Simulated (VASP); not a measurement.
Ge2Sb2Te5:

```
CELL_PARAMETERS angstrom
6.83914 -3.06601 0.00000
6.83914 3.06601 0.00000
-6.83098 0.00000 6.84761
ATOMIC_POSITIONS crystal
Te 0.59470 0.59470 0.38643
Te 0.79529 0.79529 0.19611
Te 0.00832 0.00832 0.00643
Te 0.20652 0.20652 0.80980
Te 0.39996 0.39996 0.59712
Sb 0.90171 0.90171 0.58787
Sb 0.11187 0.11187 0.41735
Ge 0.28429 0.28429 0.18783
Ge 0.49734 0.49734 0.01104
```

Program: VASP 6.6.1. Alike in all runs: task single point; no spin polarisation; cell as given; k mesh 5 × 5 × 4; cutoff (eV) 520.

Problem. Order these runs on this cell by their pressure, lowest first.
A. level LDA; potentials or basis VASP PAW LDA potentials, release 64 (Te, Sb, Ge_d); smearing fermi-dirac 0.05 eV
B. level BLYP; potentials or basis VASP PAW PBE potentials, release 64 (Te, Sb, Ge_d); smearing fermi-dirac 0.05 eV
C. level PBE; potentials or basis VASP PAW PBE potentials, release 64 (Te, Sb, Ge_d); smearing gaussian 0.015 eV

Solution. A (-3.4 GPa), C (-0.1 GPa), B (3.8 GPa).

Caveats: the cell stands under pressure (at least some runs); the PAW data sets were made with another functional, which shifts forces and pressure a little (at least some runs); the cell stands under tension (at least some runs).
